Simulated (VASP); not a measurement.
# TiSi2: single point with PBE

TiSi2:

```xyz
3
Lattice="3.2025 0.0000 0.0000 0.0000 3.2025 0.0000 0.0000 0.0000 5.1747" Properties=species:S:1:pos:R:3 pbc="T T T"
Ti    1.6013    1.6013    1.4871
Si    1.6013    1.6013    4.0972
Si    0.0000    0.0000    0.1297
```

* Program: VASP 6.6.1
* Task: single point
* Functional: PBE
* Potentials or basis: VASP PAW PBE potentials, release 64 (Ti_sv, Si)
* Cutoff: 520 eV
* k mesh: 14 × 14 × 10
* Occupations: gaussian, width 0.1 eV
* Spin: no spin polarisation
* Dipole correction: no
* k mesh for the DOS: 21 × 21 × 15
* Occupations for the DOS: tetrahedron
* Further INCAR settings: ALGO = Normal; EDIFF = 1e-06

```json
{
 "Valence electrons inside the program's atomic spheres": "Ti 10.25; Si 1.62, 1.66"
}
```

Levels at points of the mesh, in eV from the Fermi level:
```
           k point  band 8  band 9  band 10  band 11  band 12  band 13
(0.00, 0.00, 0.00)   -0.89   -0.32    -0.32     0.58     1.94     1.96
```

Run time: 4.7 min on 1 thread of Intel(R) Xeon(R) Platinum 8488C (Sapphire Rapids), on a shared host, peak memory 0.49 GiB.
